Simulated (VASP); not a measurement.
# Ge (Im-3m) in VASP: notebook, part 2 of 2

VASP 6.6.1. Earlier steps stand in the parts before.

## 3. Relaxation of cell and atoms, LDA, target pressure 240 GPa, at which the enthalpy is minimised

This run uses another cell than the first one, of 9.15 Å³/atom.

INCAR

```
PREC = Accurate ; ENCUT = 600
EDIFF = 1E-6 ; ISMEAR = -1
SIGMA = 0.1 ; LREAL = False
LASPH = True ; NELM = 60
ALGO = Normal ; ISIF = 3
LWAVE = False ; LCHARG = False
IBRION = 2 ; NSW = 32
EDIFFG = -0.005 ; PSTRESS = 2400.0
```

KPOINTS

```
Automatic mesh
0
Gamma
  20 20 20
```

POSCAR

```
Ge
1.0
   -1.3176984478      1.3176984478      1.3176984478
    1.3176984478     -1.3176984478      1.3176984478
    1.3176984478      1.3176984478     -1.3176984478
Ge
1
Direct
    0.0000000000      0.0000000000      0.0000000000
```

Potentials or basis: VASP PAW LDA potentials, release 64 (Ge_d).

Command:

```bash
> cat potpaw_LDA.64/Ge_d/POTCAR > POTCAR
> mpirun -np 1 vasp_std > vasp.out
```

OUTCAR:

```text
PREC = Accurate
   ENCUT = 600
   EDIFF = 1E-6
   ISMEAR = -1
   LREAL = False
   LASPH = True
   NELM = 60
   ISIF = 3
   IBRION = 2
   NSW = 32
   EDIFFG = -0.005
   PSTRESS = 2400.0

 ion  position               nearest neighbor table
   1  0.000  0.000  0.000-

  LATTYP: Found a body centered cubic cell.
 ALAT       =     2.6353968956

  Lattice vectors:

 A1 = (  -1.3176984478,   1.3176984478,   1.3176984478)
 A2 = (   1.3176984478,  -1.3176984478,   1.3176984478)
 A3 = (   1.3176984478,   1.3176984478,  -1.3176984478)

Analysis of symmetry for initial positions (statically):
=====================================================================
 Subroutine PRICEL returns:
 Original cell was already a primitive cell.

 Routine SETGRP: Setting up the symmetry group for a
 body centered cubic supercell.

 Subroutine GETGRP returns: Found 48 space group operations
 (whereof 48 operations were pure point group operations)
 out of a pool of 48 trial point group operations.

The static configuration has the point symmetry O_h .

Analysis of symmetry for dynamics (positions and initial velocities):
=====================================================================
 Subroutine PRICEL returns:
 Original cell was already a primitive cell.

 Routine SETGRP: Setting up the symmetry group for a
 body centered cubic supercell.

 Subroutine GETGRP returns: Found 48 space group operations
 (whereof 48 operations were pure point group operations)
 out of a pool of 48 trial point group operations.

The dynamic configuration has the point symmetry O_h .

 Subroutine INISYM returns: Found 48 space group operations
 (whereof 48 operations are pure point group operations),
 and found     1 'primitive' translations

[... 123 lines left out ...]
 conjugate gradient relaxation of ions
 non-spin polarized calculation
  energy-cutoff  :      600.00
  volume of cell :        9.15
 maximum number of plane-waves:       321
   NGX =  9   NGY =  9   NGZ =  9

--------------------------------------- Ionic step        1  -------------------------------------------

 number of electron      14.0000015 magnetization

 Free energy of the ion-electron system (eV)
  ---------------------------------------------------
  ext. energy  EPLUGINS =         0.00000000
  ---------------------------------------------------
  free energy    TOTEN  =        -1.33767300 eV

  energy without entropy =       -1.32924568  energy(sigma->0) =       -1.33345934

------------------------ aborting loop because EDIFF is reached ----------------------------------------

  FORCE on cell =-STRESS in cart. coord.  units (eV):
  Direction    XX          YY          ZZ          XY          YZ          ZX
  --------------------------------------------------------------------------------------
  -------------------------------------------------------------------------------------
  Total       13.8708467     13.8708467     13.8708467      0.0000000      0.0000000      0.0000000
  in kB     2428.3174454   2428.3174454   2428.3174454      0.0000000      0.0000000      0.0000000
  external PRESSURE =      28.3174454 kB  Pullay stress =    2400.0000000 kB
[... 61 lines left out ...]
--------------------------------------- Ionic step        3  -------------------------------------------

 number of electron      14.0000013 magnetization

 Free energy of the ion-electron system (eV)
  ---------------------------------------------------
  ext. energy  EPLUGINS =         0.00000000
  ---------------------------------------------------
  free energy    TOTEN  =        -1.38284396 eV

  energy without entropy =       -1.37440507  energy(sigma->0) =       -1.37862451

 E-fermi :  17.5641     XC(G=0): -15.7934

 val. band max:       17.5638607249   @ k =  -0.3500   0.3500   0.2500
 cond. band min:      17.6088543694   @ k =  -0.3500   0.4000   0.3000
 fundamental gap:      0.0449936445
 Fermi energy:        17.5641364048

 k-point     1 :       0.0000    0.0000    0.0000
  band No.  band energies     occupation
      1      -8.7502      2.00000
      2      -8.7502      2.00000
      3      -8.7502      2.00000
      4      -8.1818      2.00000
      5      -8.1818      2.00000
      6      -4.1851      2.00000
      7      37.2220      0.00000
      8      37.2220      0.00000
      9      37.2220      0.00000
     10      38.2865      0.00000
     11      38.2865      0.00000
[... 309 lines left out ...]
 k-point    24 :       0.2500    0.1000   -0.0000
  band No.  band energies     occupation
      1      -8.9152      2.00000
      2      -8.8112      2.00000
      3      -8.2740      2.00000
      4      -8.2118      2.00000
      5      -8.1450      2.00000
      6       0.3231      2.00000
      7      18.4434      0.00030
      8      24.5784      0.00000
      9      28.3572      0.00000
     10      34.2284      0.00000
     11      37.7236      0.00000

 [... further k-points ...]

------------------------ aborting loop because EDIFF is reached ----------------------------------------

  FORCE on cell =-STRESS in cart. coord.  units (eV):
  Direction    XX          YY          ZZ          XY          YZ          ZX
  --------------------------------------------------------------------------------------
  -------------------------------------------------------------------------------------
  Total       13.7539031     13.7539031     13.7539031      0.0000000     -0.0000000     -0.0000000
  in kB     2399.9883958   2399.9883958   2399.9883958      0.0000000     -0.0000000     -0.0000000
  external PRESSURE =      -0.0116042 kB  Pullay stress =    2400.0000000 kB
[... 20 lines left out ...]
  energy  without entropy=       -1.3744050654  energy(sigma->0) =       -1.37862451

  enthalpy is  TOTEN    =        12.3711256233 eV   P V=       13.7539695853

 reached required accuracy - stopping structural energy minimisation
```

CONTCAR:

```text
Ge
   1.00000000000000
    -1.3191346747028625    1.3191346747028625    1.3191346747028627
     1.3191346747028625   -1.3191346747028625    1.3191346747028627
     1.3191346747028625    1.3191346747028625   -1.3191346747028627
  Ge
     1
Direct
     0.0000000000000000    0.0000000000000000    0.0000000000000000

  0.00000000E+00  0.00000000E+00  0.00000000E+00
```

Run time: 21 s. Hardware: 1 thread of Intel Xeon 6975P-C (Granite Rapids), shared host; peak memory 0.14 GiB.

What came out:

| Property | Result |
| --- | --- |
| Free energy | -1.3828 eV |
| Relaxed volume | 9.18 Å³/atom |
| Relaxed cell | a = 2.285 Å, b = 2.285 Å, c = 2.285 Å, α = 109.47°, β = 109.47°, γ = 109.47° |
| Space group after relaxing (to 0.1 Å) | Im-3m (No. 229) |
| Energy change on relaxing (the run minimises the enthalpy) | -45.2 meV/atom |
| Ionic steps | 3 |
| Pressure after relaxing | 240.0 GPa |
| Band gap on the k mesh | zero (bands 7 and 8 overlap by 25.24 eV) |

Step by step:
| step | energy change (eV) | largest force (eV/Å) | pressure (GPa) | volume (Å³) |
| --- | --- | --- | --- | --- |
| 1 | 0.0000 | 0.0000 | 242.83 | 9.15 |
| 2 | -0.3135 | 0.0000 | 222.44 | 9.37 |
| 3 | -0.0452 | 0.0000 | 240.00 | 9.18 |

Final structure:
```cif
data_structure
_symmetry_space_group_name_H-M 'P 1'
_symmetry_Int_Tables_number 1
_cell_length_a 2.2848
_cell_length_b 2.2848
_cell_length_c 2.2848
_cell_angle_alpha 109.471
_cell_angle_beta 109.471
_cell_angle_gamma 109.471
_cell_volume 9.18
loop_
_atom_site_label
_atom_site_type_symbol
_atom_site_fract_x
_atom_site_fract_y
_atom_site_fract_z
_atom_site_occupancy
Ge1 Ge 0.00000 0.00000 0.00000 1
```

Levels at points of the mesh, in eV from the Fermi level:
| k point | band 3 | band 4 | band 5 | band 6 | band 7 | band 8 | band 9 | band 10 | band 11 |
| --- | --- | --- | --- | --- | --- | --- | --- | --- | --- |
| (0.00, 0.00, 0.00) | -26.31 | -25.75 | -25.75 | -21.75 | 19.66 | 19.66 | 19.66 | 20.72 | 20.72 |
| (0.50, 0.00, 0.00) | -25.77 | -25.73 | -25.39 | -11.13 | -9.16 | 8.34 | 10.31 | 12.92 | 16.30 |
| (0.50, 0.50, 0.50) | -25.47 | -25.47 | -25.47 | -1.65 | -1.65 | -1.65 | 3.62 | 3.62 | 4.69 |

Caveat: the cell is relaxed towards a set pressure, so the run minimises the enthalpy, not the energy.

## 4. Relaxation of cell and atoms, LDA

This run uses another cell than the first one, of 19.00 Å³/atom.

INCAR

```
ALGO     = Normal         # electronic algorithm
EDIFF    = 1E-6           # SCF threshold, eV
EDIFFG   = -0.005         # ionic threshold
ENCUT    = 600            # plane-wave cutoff, eV
IBRION   = 2              # ionic algorithm
ISIF     = 3              # what is computed and relaxed
ISMEAR   = -1             # smearing method
LASPH    = True           # aspherical terms in the spheres
LCHARG   = False          # write CHGCAR
LREAL    = False          # projectors in reciprocal space
LWAVE    = False          # write WAVECAR
NELM     = 60             # most SCF steps
NSW      = 60             # ionic steps
PREC     = Accurate       # precision mode
SIGMA    = 0.1            # smearing width, eV
```

KPOINTS

```
k-points
0
Gamma
  20 20 20
```

POSCAR

```
Ge
1.0
   -1.6809877034      1.6809877034      1.6809877034
    1.6809877034     -1.6809877034      1.6809877034
    1.6809877034      1.6809877034     -1.6809877034
Ge
1
Direct
    0.0000000000      0.0000000000      0.0000000000
```

Command:

```bash
> cat potpaw_LDA.64/Ge_d/POTCAR > POTCAR
> mpirun -np 1 vasp_std > vasp.out
```

It took 43 s on 1 thread of Intel Xeon 6975P-C (Granite Rapids), shared host; peak memory 0.18 GiB.

The run converged. Its results:

```
Free energy                           : -4.8927 eV
Relaxed volume                        : 17.85 Å³/atom
Relaxed cell                          : a = 2.852 Å, b = 2.852 Å, c = 2.852 Å, α = 109.47°, β = 109.47°, γ = 109.47°
Space group after relaxing (to 0.1 Å) : Im-3m (No. 229)
Energy gained by relaxing             : 16.2 meV/atom
Ionic steps                           : 6
Pressure after relaxing               : 0.0 GPa
Band gap on the k mesh                : zero (bands 7 and 8 overlap by 12.78 eV)
```

The path:
```tsv
step	energy change (eV)	largest force (eV/Å)	pressure (GPa)	volume (Å³)
1	0.0000	0.0000	-4.22	19.00
2	-0.0157	0.0000	0.71	17.66
3	-0.0162	0.0000	-0.05	17.83
4	-0.0162	0.0000	0.22	17.80
5	-0.0162	0.0000	-0.10	17.86
6	-0.0162	0.0000	0.01	17.85
```

Final structure:
```xyz
1
Lattice="-1.6463 1.6463 1.6463 1.6463 -1.6463 1.6463 1.6463 1.6463 -1.6463" Properties=species:S:1:pos:R:3 pbc="T T T"
Ge    0.0000    0.0000    0.0000
```

Levels at points of the mesh, in eV from the Fermi level:
```tsv
k point	band 5	band 6	band 7	band 8	band 9	band 10
(0.00, 0.00, 0.00)	-24.74	-13.62	9.61	9.61	9.61	15.46
(0.50, 0.00, 0.00)	-24.68	-7.58	-5.60	4.55	6.98	9.92
(0.50, 0.50, 0.50)	-24.70	-2.36	-0.52	-0.52	-0.52	4.45
```

## 5. Summary

| cell | gap on the mesh (eV) | pressure (GPa) |
| --- | --- | --- |
| relaxed to 240 GPa from a = 2.279 Å, angles 109.5°, 1 atom | none | 240.1 |
| relaxed to 240 GPa from a = 2.282 Å, angles 109.5°, 1 atom | none | 240.0 |
| relaxed from a = 2.912 Å, angles 109.5°, 1 atom | none | 0.0 |

Alike in all rows: task relaxation of cell and atoms; level LDA; potentials or basis VASP PAW LDA potentials, release 64 (Ge_d); no spin polarisation; k mesh 20 × 20 × 20; cutoff (eV) 600; smearing fermi-dirac 0.1 eV.

Caveats: the cell is relaxed towards a set pressure, so the run minimises the enthalpy, not the energy (at least some runs).

Absolute energies hang on the potentials; compare differences alone.
